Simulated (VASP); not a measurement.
# MoRh (P-6m2) in VASP: a series of runs

Runs on MoRh. Level: LDA. Tasks: single point, relaxation of volume and atoms at fixed shape.

Program: VASP 6.6.1. These are calculated values, not measurements. Logs are shortened: lines on timing, memory, paths and dates and some standing lists are left out, and cuts for length are marked.

## Step 1: The cell of the first run

Symmetry: P-6m2, No. 187, hexagonal system. The conventional cell has a = 2.734 Å, b = 2.734 Å, c = 4.340 Å, α = 90.00°, β = 90.00°, γ = 120.00°. Within 3.5 Å of Mo (site symmetry -6m2) lie 6 Rh at 2.68 Å and 6 Mo at 2.73 Å. Within 3.5 Å of Rh (site symmetry -6m2) lie 6 Mo at 2.68 Å and 6 Rh at 2.73 Å.

## Step 2: Single point, LDA

File INCAR:

```
PREC     = Accurate       # precision mode
ENCUT    = 520            # plane-wave cutoff, eV
EDIFF    = 1E-7           # SCF threshold, eV
ISMEAR   = -1             # smearing method
SIGMA    = 0.1            # smearing width, eV
LREAL    = False          # projectors in reciprocal space
LASPH    = True           # aspherical terms in the spheres
NELM     = 100            # most SCF steps
ALGO     = Normal         # electronic algorithm
ISIF     = 2              # what is computed and relaxed
LWAVE    = False          # write WAVECAR
LCHARG   = False          # write CHGCAR
GGA      = CA             # functional
NBANDS   = 22             # bands
```

File KPOINTS:

```
Automatic mesh
0
Gamma
  8 8 5
```

File POSCAR:

```
MoRh
1.0
    2.7343373080     -0.0000002824      0.0000000000
   -1.3671684095      2.3680057124      0.0000000000
    0.0000000000      0.0000000000      4.3403859505
Mo Rh
1 1
Direct
    0.0000000000      0.0000000000      0.5000000000
    0.3333333333      0.6666666667      0.0000000000
```

Potentials or basis: VASP PAW LDA potentials, release 64 (Mo_sv, Rh_pv).

On the command line:

```console
cat potpaw_LDA.64/Mo_sv/POTCAR potpaw_LDA.64/Rh_pv/POTCAR > POTCAR
mpirun -np 1 vasp_std > vasp.out
```

OUTCAR:

```text
PREC = Accurate
   ENCUT = 520
   EDIFF = 1E-7
   ISMEAR = -1
   LREAL = False
   LASPH = True
   NELM = 100
   ISIF = 2
   GGA = CA

 ion  position               nearest neighbor table
   1  0.000  0.000  0.500-   2 2.68   2 2.68   2 2.68   2 2.68   2 2.68   2 2.68
   2  0.333  0.667  0.000-   1 2.68   1 2.68   1 2.68   1 2.68   1 2.68   1 2.68

  LATTYP: Found a hexagonal cell.
 ALAT       =     2.7343373080
 C/A-ratio  =     1.5873630286

  Lattice vectors:

 A1 = (   2.7343373080,  -0.0000002824,   0.0000000000)
 A2 = (  -1.3671684095,   2.3680057124,   0.0000000000)
 A3 = (   0.0000000000,   0.0000000000,   4.3403859505)

Analysis of symmetry for initial positions (statically):
=====================================================================
 Subroutine PRICEL returns:
 Original cell was already a primitive cell.

 Routine SETGRP: Setting up the symmetry group for a
 hexagonal supercell.

 Subroutine GETGRP returns: Found 12 space group operations
 (whereof 12 operations were pure point group operations)
 out of a pool of 24 trial point group operations.

The static configuration has the point symmetry D_3h.

Analysis of symmetry for dynamics (positions and initial velocities):
=====================================================================
 Subroutine PRICEL returns:
 Original cell was already a primitive cell.

 Routine SETGRP: Setting up the symmetry group for a
 hexagonal supercell.

 Subroutine GETGRP returns: Found 12 space group operations
 (whereof 12 operations were pure point group operations)
 out of a pool of 24 trial point group operations.

The dynamic configuration has the point symmetry D_3h.

 Subroutine INISYM returns: Found 12 space group operations
 (whereof 12 operations are pure point group operations),
 and found     1 'primitive' translations

----------------------------------------------------------------------------------------

                                     Primitive cell

  volume of cell :      28.1037

  direct lattice vectors                    reciprocal lattice vectors
     2.734337308 -0.000000282  0.000000000     0.365719349  0.211148114  0.000000000
    -1.367168410  2.368005712  0.000000000     0.000000044  0.422296304  0.000000000
     0.000000000  0.000000000  4.340385950     0.000000000  0.000000000  0.230394258

  length of vectors
     2.734337308  2.734337308  4.340385950     0.422296304  0.422296304  0.230394258

  position of ions in fractional coordinates (direct lattice)
     0.000000000  0.000000000  0.500000000
     0.333333333  0.666666667  0.000000000

  ion indices of the primitive-cell ions
   primitive index   ion index
                 1           1
                 2           2

----------------------------------------------------------------------------------------

 KPOINTS: Automatic mesh

Automatic generation of k-mesh.
 Grid dimensions read from file:
 generate k-points for:    8    8    5

 Generating k-lattice:

  Cartesian coordinates                     Fractional coordinates (reciprocal lattice)
     0.045714919  0.026393514  0.000000000     0.125000000 -0.000000000  0.000000000
     0.000000005  0.052787038  0.000000000     0.000000000  0.125000000  0.000000000
     0.000000000  0.000000000  0.046078852     0.000000000  0.000000000  0.200000000

  Length of vectors
     0.052787038  0.052787038  0.046078852

  Shift w.r.t. Gamma in fractional coordinates (k-lattice)
     0.000000000  0.000000000  0.000000000

 Subroutine IBZKPT returns following result:
 ===========================================

 Found     30 irreducible k-points:

 Following reciprocal coordinates:
            Coordinates               Weight
  0.000000  0.000000  0.000000      1.000000
  0.125000  0.000000  0.000000      6.000000
  0.250000  0.000000  0.000000      6.000000
  0.375000  0.000000  0.000000      6.000000
  0.500000  0.000000  0.000000      3.000000
  0.125000  0.125000  0.000000      6.000000
[... 16 lines left out ...]
  0.250000  0.000000  0.400000     12.000000
  0.375000  0.000000  0.400000     12.000000
 [... further k-points ...]
   k-points           NKPTS =     30   k-points in BZ     NKDIM =     30   number of bands    NBANDS=     22
   number of dos      NEDOS =    301   number of ions     NIONS =      2
   total plane-waves  NPLWV =  12800
   dimension x,y,z NGX =    20 NGY =   20 NGZ =   32
   dimension x,y,z NGXF=    40 NGYF=   40 NGZF=   64
   ions per type =               1   1
   NGX,Y,Z   is equivalent  to a cutoff of  12.16, 12.16, 12.26 a.u.
   NGXF,Y,Z  is equivalent  to a cutoff of  24.32, 24.32, 24.51 a.u.
 SYSTEM =  unknown system
   PREC   = accura    normal or accurate (medium, high low for compatibility)
   ISTART =      0    job   : 0-new  1-cont  2-samecut
   ICHARG =      2    charge: 1-file 2-atom 10-const
   ISPIN  =      1    spin polarized calculation?
   LNONCOLLINEAR =      F non collinear calculations
   LSORBIT =      F    spin-orbit coupling
   LASPH  =      T    aspherical Exc in radial PAW
   ENCUT  =  520.0 eV  38.22 Ry    6.18 a.u.   5.08  5.08  8.07*2*pi/ulx,y,z
   NELM   =    100;   NELMIN=  2; NELMDL= -5     # of ELM steps
   EDIFF  = 0.1E-06   stopping-criterion for ELM
   LREAL  =      F    real-space projection
   EDIFFG = 0.1E-05   stopping-criterion for IOM
   NSW    =      0    number of steps for IOM
   IBRION =     -1    ionic relax: 0-MD 1-quasi-New 2-CG
   NFREE  =      0    steps in history (QN), initial steepest desc. (CG)
   ISIF   =      2    stress and relaxation
   ISYM   =      2    0-nonsym 1-usesym 2-fastsym
   POTIM  = 0.5000    time-step for ionic-motion
   TEBEG  =    0.0;   TEEND  =   0.0 temperature during run
   PSTRESS=    0.0 pullay stress
   NELECT =      29.0000    total number of electrons
   NUPDOWN=      -1.0000    fix difference up-down
   EMIN   =  10.00;   EMAX   =-10.00  energy-range for DOS
   EFERMI =   0.00;   METHOD = LEGACY
   ISMEAR =    -1;   SIGMA  =   0.10  broadening in eV -4-tet -1-fermi 0-gaus
   EFERMI_NEDOS =   21; number of points for ismear=-14 and -15
   IALGO  =     38    algorithm
   IMIX   =      4    mixing-type and parameters
     AMIX     =   0.40;   BMIX     =  1.00
     AMIX_MAG =   1.60;   BMIX_MAG =  1.00
  volume/ion in A,a.u.               =      14.05        94.83
  Fermi-wavevector in a.u.,A,eV,Ry     =   1.654321  3.126213 37.236124  2.736778
  Thomas-Fermi vector in A             =   2.742608
   LORBIT       =      0    0 simple, 1 ext, 2 COOP (PROOUT), +10 PAW based schemes
   GGA     = CA    functional components
   LHFCALC =     F    Hartree Fock is set to
   AEXX    =    0.0000 exact exchange contribution
   IVDW    =     0    specifies the selected vdW correction
   LEPSILON=     F    determine dielectric tensor
   LRPA    =     F    only Hartree local field effects (RPA)
 non-spin polarized calculation
  energy-cutoff  :      520.00
  volume of cell :       28.10
 maximum number of plane-waves:       766
   NGX = 11   NGY = 11   NGZ = 17

 number of electron      29.0000013 magnetization

 Free energy of the ion-electron system (eV)
  ---------------------------------------------------
  ext. energy  EPLUGINS =         0.00000000
  ---------------------------------------------------
  free energy    TOTEN  =       -21.08819957 eV

  energy without entropy =      -21.02138571  energy(sigma->0) =      -21.05479264

 E-fermi :  12.6939     XC(G=0): -14.2105

 val. band max:       12.6493898180   @ k =   0.1250   0.0000   0.0000
 cond. band min:      12.7382076127   @ k =   0.1250   0.0000   0.0000
 fundamental gap:      0.0888177947
 Fermi energy:        12.6939400825

 k-point     1 :       0.0000    0.0000    0.0000
  band No.  band energies     occupation
      1     -47.8780      2.00000
      2     -33.9088      2.00000
      3     -33.4489      2.00000
      4     -33.4489      2.00000
      5     -22.2060      2.00000
      6     -21.3742      2.00000
[... 14 lines left out ...]
     21      26.7721      0.00000
     22      29.4728      0.00000

 k-point     2 :       0.1250    0.0000    0.0000
  band No.  band energies     occupation
      1     -47.8453      2.00000
      2     -33.8964      2.00000
      3     -33.5213      2.00000
      4     -33.4664      2.00000
      5     -22.1816      2.00000
      6     -21.5877      2.00000
[... 14 lines left out ...]
     21      27.9157      0.00000
     22      30.0933      0.00000

 k-point     3 :       0.2500    0.0000    0.0000
  band No.  band energies     occupation
      1     -47.7654      2.00000
      2     -33.8664      2.00000
      3     -33.6938      2.00000
      4     -33.5084      2.00000
      5     -22.1221      2.00000
      6     -22.0850      2.00000
[... 14 lines left out ...]
     21      26.9615      0.00000
     22      28.8895      0.00000

 k-point     4 :       0.3750    0.0000    0.0000
  band No.  band energies     occupation
      1     -47.6842      2.00000
      2     -33.8633      2.00000
      3     -33.8362      2.00000
      4     -33.5501      2.00000
      5     -22.5596      2.00000
      6     -22.0615      2.00000
[... 14 lines left out ...]
     21      23.6583      0.00000
     22      26.8688      0.00000

 k-point     5 :       0.5000    0.0000    0.0000
  band No.  band energies     occupation
      1     -47.6502      2.00000
      2     -33.9326      2.00000
      3     -33.8237      2.00000
      4     -33.5673      2.00000
      5     -22.7503      2.00000
      6     -22.0361      2.00000
[... 14 lines left out ...]
     21      24.3877      0.00000
     22      25.5104      0.00000

 k-point     6 :       0.1250    0.1250    0.0000
  band No.  band energies     occupation
      1     -47.7889      2.00000
      2     -33.8752      2.00000
      3     -33.6356      2.00000
      4     -33.5042      2.00000
      5     -22.1396      2.00000
      6     -21.9180      2.00000
[... 14 lines left out ...]
     21      28.4527      0.00000
     22      29.1795      0.00000

 k-point     7 :       0.2500    0.1250    0.0000
  band No.  band energies     occupation
      1     -47.7082      2.00000
      2     -33.8451      2.00000
      3     -33.7889      2.00000
      4     -33.5638      2.00000
      5     -22.3507      2.00000
      6     -22.0793      2.00000
[... 324 lines left out ...]
      6     -22.1376      2.00000
[... 14 lines left out ...]
     21      25.5301      0.00000
     22      25.6828      0.00000

 k-point    21 :       0.0000    0.0000    0.4000
  band No.  band energies     occupation
      1     -47.8810      2.00000
      2     -33.8844      2.00000
      3     -33.4486      2.00000
      4     -33.4486      2.00000
      5     -22.2674      2.00000
      6     -21.3754      2.00000
[... 14 lines left out ...]
     21      26.9100      0.00000
     22      29.3773      0.00000

 k-point    22 :       0.1250    0.0000    0.4000
  band No.  band energies     occupation
      1     -47.8478      2.00000
      2     -33.8759      2.00000
      3     -33.5221      2.00000
      4     -33.4660      2.00000
      5     -22.2321      2.00000
      6     -21.5857      2.00000
[... 14 lines left out ...]
     21      27.4683      0.00000
     22      29.5132      0.00000

 k-point    23 :       0.2500    0.0000    0.4000
  band No.  band energies     occupation
      1     -47.7668      2.00000
      2     -33.8554      2.00000
      3     -33.6972      2.00000
      4     -33.5079      2.00000
      5     -22.1472      2.00000
      6     -22.0754      2.00000
[... 14 lines left out ...]
     21      28.3462      0.00000
     22      29.1546      0.00000

 k-point    24 :       0.3750    0.0000    0.4000
  band No.  band energies     occupation
      1     -47.6844      2.00000
      2     -33.8691      2.00000
      3     -33.8348      2.00000
      4     -33.5494      2.00000
      5     -22.5446      2.00000
      6     -22.0605      2.00000
[... 14 lines left out ...]
     21      26.6833      0.00000
     22      28.2892      0.00000

 [... further k-points ...]
[... 5 lines left out ...]
  --------------------------------------------------------------------------------------
  -------------------------------------------------------------------------------------
  Total        0.2037755      0.2037755      0.2022028     -0.0000000      0.0000000      0.0000000
  in kB       11.6171474     11.6171474     11.5274857     -0.0000000      0.0000000      0.0000000
  external PRESSURE =      11.5872602 kB  Pullay stress =       0.0000000 kB

 VOLUME and BASIS-vectors are now :
 -----------------------------------------------------------------------------
  energy-cutoff  :      520.00
  volume of cell :       28.10
      direct lattice vectors                 reciprocal lattice vectors
     2.734337308 -0.000000282  0.000000000     0.365719349  0.211148114  0.000000000
    -1.367168410  2.368005712  0.000000000     0.000000044  0.422296304  0.000000000
     0.000000000  0.000000000  4.340385950     0.000000000  0.000000000  0.230394258

 POSITION                                       TOTAL-FORCE (eV/Angst)
 -----------------------------------------------------------------------------------
      0.00000      0.00000      2.17019        -0.000000      0.000000      0.000000
      0.00000      1.57867      0.00000         0.000000     -0.000000      0.000000
 -----------------------------------------------------------------------------------
    total drift:                               -0.000000      0.000000     -0.000000

  FREE ENERGIE OF THE ION-ELECTRON SYSTEM (eV)
  ---------------------------------------------------
  free  energy   TOTEN  =       -21.0881995716 eV

  energy  without entropy=      -21.0213857122  energy(sigma->0) =      -21.05479264
```

Wall time 28 s (1 thread of Intel Xeon 8259CL, shared host); peak memory 0.14 GiB.

What came out:

```
Free energy            : -21.0882 eV
Pressure               : 1.2 GPa
Band gap on the k mesh : zero (an odd number of electrons rules out a gap without spin polarisation)
```

[end of part 1 of 2]
